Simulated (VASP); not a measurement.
# TiO2 in VASP: a series of runs, part 2 of 2

VASP 6.6.1.

### 4 Single point, PBE

This run uses another cell than the first one: it holds 6 atoms, not 12.

Input file INCAR:

```
PREC = Accurate
ENCUT = 520
EDIFF = 1E-7
ISMEAR = 0
SIGMA = 0.02
LREAL = False
LASPH = True
NELM = 100
ALGO = Normal
ISIF = 2
LWAVE = False
LCHARG = False
GGA = PE
NBANDS = 33
```

Input file KPOINTS:

```
Automatic mesh
0
Gamma
  10 10 10
```

Input file POSCAR:

```
TiO2
1.0
   -1.8998053829      1.8998053829      4.8479185338
    1.8998053829     -1.8998053829      4.8479185338
    1.8998053829      1.8998053829     -4.8479185338
Ti O
2 4
Direct
    0.0000000000      0.0000000000      0.0000000000
    0.7500000000      0.2500000000      0.5000000000
    0.2065089473      0.2065089473      0.0000000000
    0.9565089473      0.4565089473      0.5000000000
    0.5434910527      0.0434910527      0.5000000000
    0.7934910527      0.7934910527      0.0000000000
```

Potentials or basis: VASP PAW PBE potentials, release 64 (Ti_sv, O).

Launch:

```console
$ cat potpaw_PBE.64/Ti_sv/POTCAR potpaw_PBE.64/O/POTCAR > POTCAR
$ mpirun -np 1 vasp_std > vasp.out
```

OUTCAR:

```text
PREC = Accurate
   ENCUT = 520
   EDIFF = 1E-7
   ISMEAR = 0
   LREAL = False
   LASPH = True
   NELM = 100
   ISIF = 2
   GGA = PE

 ion  position               nearest neighbor table
   1  0.000  0.000  0.000-   5 1.95   4 1.95   5 1.95   4 1.95   3 2.00   6 2.00
   2  0.750  0.250  0.500-   6 1.95   3 1.95   6 1.95   3 1.95   4 2.00   5 2.00
   3  0.207  0.207  0.000-   2 1.95   2 1.95   1 2.00
   4  0.957  0.457  0.500-   1 1.95   1 1.95   2 2.00
   5  0.543  0.043  0.500-   1 1.95   1 1.95   2 2.00
   6  0.793  0.793  0.000-   2 1.95   2 1.95   1 2.00

  LATTYP: Found a body centered tetragonal cell.
 ALAT       =     3.7996107658
 C/A-ratio  =     2.5517974512

  Lattice vectors:

 A1 = (  -1.8998053829,   1.8998053829,   4.8479185338)
 A2 = (   1.8998053829,  -1.8998053829,   4.8479185338)
 A3 = (   1.8998053829,   1.8998053829,  -4.8479185338)

Analysis of symmetry for initial positions (statically):
=====================================================================
 Subroutine PRICEL returns:
[... 185 lines left out ...]
 cond. band min:       5.2529639194   @ k =   0.0000   0.0000   0.0000
 fundamental gap:      2.1113240590
 Fermi energy:         3.3687718461

 k-point     1 :       0.0000    0.0000    0.0000
  band No.  band energies     occupation
      1     -53.3146      2.00000
      2     -53.2635      2.00000
      3     -29.7436      2.00000
      4     -29.5249      2.00000
      5     -29.5249      2.00000
      6     -29.4633      2.00000
[... 853 lines left out ...]
     32       9.4205      0.00000
     33      10.2978      0.00000

 [... further k-points ...]

------------------------ aborting loop because EDIFF is reached ----------------------------------------

  FORCE on cell =-STRESS in cart. coord.  units (eV):
  Direction    XX          YY          ZZ          XY          YZ          ZX
  --------------------------------------------------------------------------------------
  -------------------------------------------------------------------------------------
  Total        0.2682539      0.2682539      0.3234125      0.0000000      0.0000000      0.0000000
  in kB        6.1407734      6.1407734      7.4034461      0.0000000      0.0000000      0.0000000
  external PRESSURE =       6.5616643 kB  Pullay stress =       0.0000000 kB

 VOLUME and BASIS-vectors are now :
 -----------------------------------------------------------------------------
  energy-cutoff  :      520.00
  volume of cell :       69.99
      direct lattice vectors                 reciprocal lattice vectors
    -1.899805383  1.899805383  4.847918534     0.000000000  0.263184853  0.103137047
     1.899805383 -1.899805383  4.847918534     0.263184853  0.000000000  0.103137047
     1.899805383  1.899805383 -4.847918534     0.263184853  0.263184853  0.000000000

 POSITION                                       TOTAL-FORCE (eV/Angst)
 -----------------------------------------------------------------------------------
      0.00000      0.00000      0.00000         0.000000      0.000000      0.000000
      0.00000      1.89981      2.42396         0.000000      0.000000      0.000000
      0.00000      0.00000      2.00228        -0.000000     -0.000000      0.019097
     -0.00000      1.89981      4.42624         0.000000      0.000000      0.019097
      0.00000      1.89981      0.42168        -0.000000     -0.000000     -0.019097
      0.00000      0.00000      7.69356        -0.000000     -0.000000     -0.019097
 -----------------------------------------------------------------------------------
    total drift:                                0.000000     -0.000000     -0.000000

  FREE ENERGIE OF THE ION-ELECTRON SYSTEM (eV)
  ---------------------------------------------------
  free  energy   TOTEN  =       -53.8647647185 eV

  energy  without entropy=      -53.8647647185  energy(sigma->0) =      -53.86476472
```

OSZICAR:

```text
N       E                     dE             d eps       ncg     rms          rms(c)
DAV:   1     0.660072198415E+03    0.66007E+03   -0.24154E+04  6732   0.168E+03
DAV:   2     0.290688236889E+02   -0.63100E+03   -0.58324E+03  7392   0.504E+02
DAV:   3    -0.663799766925E+02   -0.95449E+02   -0.93865E+02  9201   0.189E+02
DAV:   4    -0.711381038313E+02   -0.47581E+01   -0.47481E+01 10172   0.408E+01
DAV:   5    -0.713258927441E+02   -0.18779E+00   -0.18776E+00  8587   0.628E+00    0.314E+01
DAV:   6    -0.541088880037E+02    0.17217E+02   -0.80236E+01  9389   0.881E+01    0.113E+01
DAV:   7    -0.541313957607E+02   -0.22508E-01   -0.15526E+01  8936   0.333E+01    0.918E+00
DAV:   8    -0.539690391014E+02    0.16236E+00   -0.52050E-01  8692   0.597E+00    0.673E+00
DAV:   9    -0.539533121466E+02    0.15727E-01   -0.10352E+00  9382   0.116E+01    0.281E+00
DAV:  10    -0.538805294299E+02    0.72783E-01   -0.55426E-01  9254   0.719E+00    0.105E+00
DAV:  11    -0.538656594614E+02    0.14870E-01   -0.53872E-02  8934   0.169E+00    0.500E-01
DAV:  12    -0.538652586491E+02    0.40081E-03   -0.97146E-03  8019   0.106E+00    0.191E-01
DAV:  13    -0.538647782445E+02    0.48040E-03   -0.14664E-03  9258   0.378E-01    0.363E-02
DAV:  14    -0.538647631131E+02    0.15131E-04   -0.19549E-04  9034   0.127E-01    0.234E-02
DAV:  15    -0.538647645397E+02   -0.14266E-05   -0.73729E-05  8315   0.543E-02    0.751E-03
DAV:  16    -0.538647647765E+02   -0.23683E-06   -0.48417E-06  8582   0.142E-02    0.319E-03
DAV:  17    -0.538647647185E+02    0.58030E-07   -0.70239E-07  8242   0.658E-03
   1 F= -.53864765E+02 E0= -.53864765E+02  d E =-.439073E-60
```

It took 5.6 min on 1 thread of Intel Xeon Platinum 8488C (Sapphire Rapids), shared host; peak memory 0.37 GiB.

Results:

- Free energy: -53.8648 eV
- Pressure: 0.7 GPa
- Largest force: 0.019 eV/Å
- Band gap on the k mesh: 2.11 eV (least direct gap 2.41 eV)

Forces in eV/Å, atoms in the order of the input:
```
Ti   0.000  0.000  0.000
Ti   0.000  0.000  0.000
O    0.000  0.000  0.019
O    0.000  0.000  0.019
O    0.000  0.000 -0.019
O    0.000  0.000 -0.019
```

### 5 Single point, PBE

This run uses another cell than the first one: it holds 6 atoms, not 12.

Input file INCAR:

```
  ALGO = Normal
  EDIFF = 1E-6
  ENCUT = 520
  GGA = PE
  ISIF = 2
  ISMEAR = 0
  LASPH = T
  LCHARG = F
  LREAL = F
  LWAVE = F
  NBANDS = 33
  NELM = 80
  PREC = Accurate
  SIGMA = 0.01
```

Input file KPOINTS:

```
k-points
0
Gamma
  10 10 10
```

Input file POSCAR:

```
TiO2
1.0
   -1.8994233981      1.8994233981      4.8502125227
    1.8994233981     -1.8994233981      4.8502125227
    1.8994233981      1.8994233981     -4.8502125227
Ti O
2 4
Direct
    0.0000000000      0.0000000000      0.0000000000
    0.7500000000      0.2500000000      0.5000000000
    0.2064568316      0.2064568316      0.0000000000
    0.9564568316      0.4564568316      0.5000000000
    0.5435431684      0.0435431684      0.5000000000
    0.7935431684      0.7935431684      0.0000000000
```

Potentials or basis: VASP PAW PBE potentials, release 64 (Ti_sv, O).

Launch:

```console
$ cat potpaw_PBE.64/Ti_sv/POTCAR potpaw_PBE.64/O/POTCAR > POTCAR
$ mpirun -np 1 vasp_std > vasp.out
```

OUTCAR:

```text
EDIFF = 1E-6
   ENCUT = 520
   GGA = PE
   ISIF = 2
   ISMEAR = 0
   LASPH = T
   LREAL = F
   NELM = 80
   PREC = Accurate

 ion  position               nearest neighbor table
   1  0.000  0.000  0.000-   4 1.95   5 1.95   5 1.95   4 1.95   3 2.00   6 2.00
   2  0.750  0.250  0.500-   3 1.95   6 1.95   6 1.95   3 1.95   4 2.00   5 2.00
   3  0.206  0.206  0.000-   2 1.95   2 1.95   1 2.00
   4  0.956  0.456  0.500-   1 1.95   1 1.95   2 2.00
   5  0.544  0.044  0.500-   1 1.95   1 1.95   2 2.00
   6  0.794  0.794  0.000-   2 1.95   2 1.95   1 2.00

  LATTYP: Found a body centered tetragonal cell.
 ALAT       =     3.7988467962
 C/A-ratio  =     2.5535183612

  Lattice vectors:

 A1 = (  -1.8994233981,   1.8994233981,   4.8502125227)
 A2 = (   1.8994233981,  -1.8994233981,   4.8502125227)
 A3 = (   1.8994233981,   1.8994233981,  -4.8502125227)

Analysis of symmetry for initial positions (statically):
=====================================================================
 Subroutine PRICEL returns:
 Original cell was already a primitive cell.

 Routine SETGRP: Setting up the symmetry group for a
 body centered tetragonal supercell.

 Subroutine GETGRP returns: Found 16 space group operations
 (whereof  8 operations were pure point group operations)
 out of a pool of 16 trial point group operations.

The static configuration has the point symmetry D_2d.
 The point group associated with its full space group is D_4h.

Analysis of symmetry for dynamics (positions and initial velocities):
=====================================================================
 Subroutine PRICEL returns:
 Original cell was already a primitive cell.

 Routine SETGRP: Setting up the symmetry group for a
 body centered tetragonal supercell.

[... 131 lines left out ...]
   IMIX   =      4    mixing-type and parameters
     AMIX     =   0.40;   BMIX     =  1.00
     AMIX_MAG =   1.60;   BMIX_MAG =  1.00
  volume/ion in A,a.u.               =      11.67        78.72
  Fermi-wavevector in a.u.,A,eV,Ry     =   1.443667  2.728136 28.356928  2.084175
  Thomas-Fermi vector in A             =   2.562049
   LORBIT       =      0    0 simple, 1 ext, 2 COOP (PROOUT), +10 PAW based schemes
   GGA     = PE    functional components
   LHFCALC =     F    Hartree Fock is set to
   AEXX    =    0.0000 exact exchange contribution
   IVDW    =     0    specifies the selected vdW correction
   LEPSILON=     F    determine dielectric tensor
   LRPA    =     F    only Hartree local field effects (RPA)
 non-spin polarized calculation
 Gauss-broadening in eV      SIGMA  =   0.01
  energy-cutoff  :      520.00
  volume of cell :       69.99
 maximum number of plane-waves:      1899
 NGX is ok and might be reduce to    42

 number of electron      47.9999996 magnetization

 Free energy of the ion-electron system (eV)
  ---------------------------------------------------
  ext. energy  EPLUGINS =         0.00000000
  ---------------------------------------------------
  free energy    TOTEN  =       -53.86478469 eV

  energy without entropy =      -53.86478469  energy(sigma->0) =      -53.86478469

 E-fermi :   3.1930     XC(G=0): -10.5922

 val. band max:        3.1414044283   @ k =  -0.4000   0.4000   0.0000
 cond. band min:       5.2540305474   @ k =   0.0000   0.0000   0.0000
 fundamental gap:      2.1126261191
 Fermi energy:         3.1930401947

 k-point     1 :       0.0000    0.0000    0.0000
  band No.  band energies     occupation
      1     -53.3149      2.00000
      2     -53.2638      2.00000
      3     -29.7436      2.00000
      4     -29.5250      2.00000
      5     -29.5250      2.00000
      6     -29.4637      2.00000
[... 853 lines left out ...]
     32       9.4174      0.00000
     33      10.2989      0.00000

 [... further k-points ...]

------------------------ aborting loop because EDIFF is reached ----------------------------------------

  FORCE on cell =-STRESS in cart. coord.  units (eV):
  Direction    XX          YY          ZZ          XY          YZ          ZX
  --------------------------------------------------------------------------------------
  -------------------------------------------------------------------------------------
  Total        0.2817581      0.2817581      0.3046880      0.0000000     -0.0000000      0.0000000
  in kB        6.4494502      6.4494502      6.9743148      0.0000000     -0.0000000      0.0000000
  external PRESSURE =       6.6244051 kB  Pullay stress =       0.0000000 kB

 VOLUME and BASIS-vectors are now :
 -----------------------------------------------------------------------------
  energy-cutoff  :      520.00
  volume of cell :       69.99
      direct lattice vectors                 reciprocal lattice vectors
    -1.899423398  1.899423398  4.850212523     0.000000000  0.263237781  0.103088266
     1.899423398 -1.899423398  4.850212523     0.263237781  0.000000000  0.103088266
     1.899423398  1.899423398 -4.850212523     0.263237781  0.263237781  0.000000000

 POSITION                                       TOTAL-FORCE (eV/Angst)
 -----------------------------------------------------------------------------------
      0.00000      0.00000      0.00000        -0.000000     -0.000000      0.000000
     -0.00000      1.89942      2.42511        -0.000000     -0.000000      0.000000
      0.00000      0.00000      2.00272         0.000000      0.000000      0.018482
      0.00000      1.89942      4.42783        -0.000000     -0.000000      0.018482
     -0.00000      1.89942      0.42239         0.000000      0.000000     -0.018482
      0.00000      0.00000      7.69771         0.000000      0.000000     -0.018482
 -----------------------------------------------------------------------------------
    total drift:                                0.000000     -0.000000      0.000000

  FREE ENERGIE OF THE ION-ELECTRON SYSTEM (eV)
  ---------------------------------------------------
  free  energy   TOTEN  =       -53.8647846883 eV

  energy  without entropy=      -53.8647846883  energy(sigma->0) =      -53.86478469
```

Wall time 4.9 min (1 thread of Intel Xeon Platinum 8488C (Sapphire Rapids), shared host); peak memory 0.37 GiB.

Results:

```
Free energy            : -53.8648 eV
Pressure               : 0.7 GPa
Largest force          : 0.018 eV/Å
Band gap on the k mesh : 2.11 eV (least direct gap 2.41 eV)
```

Forces on the atoms (eV/Å):
```
Ti   0.000  0.000  0.000
Ti   0.000  0.000  0.000
O    0.000  0.000  0.018
O    0.000  0.000  0.018
O    0.000  0.000 -0.018
O    0.000  0.000 -0.018
```

A k mesh can miss the band edges.

### 6 Overview

| cell | k mesh | smearing | gap on the mesh (eV) | pressure (GPa) | largest force (eV/Å) |
| --- | --- | --- | --- | --- | --- |
| a = 3.800, b = 5.543, c = 7.599 Å, angles 110.0, 90.0, 110.0°, 12 atoms, atomic positions A | 4 × 4 × 2 | gaussian 0.1 eV | 2.15 | 0.7 | 0.02 |
| a = 3.800, b = 5.544, c = 7.598 Å, angles 110.1, 90.0, 110.1°, 12 atoms, atomic positions B | 4 × 4 × 2 | gaussian 0.1 eV | 2.15 | 0.7 | 0.02 |
| a = 5.543 Å, angles 139.9, 139.9, 58.0°, 6 atoms, atomic positions C | 10 × 10 × 10 | gaussian 0.02 eV | 2.11 | 0.7 | 0.02 |
| a = 5.544 Å, angles 139.9, 139.9, 58.0°, 6 atoms, atomic positions C | 10 × 10 × 10 | gaussian 0.01 eV | 2.11 | 0.7 | 0.02 |

Alike in all rows: task single point; level PBE; potentials or basis VASP PAW PBE potentials, release 64 (Ti_sv, O); no spin polarisation; cutoff (eV) 520.

Caveats: some runs use coarse meshes.

Absolute energies hang on the potentials; compare differences alone.
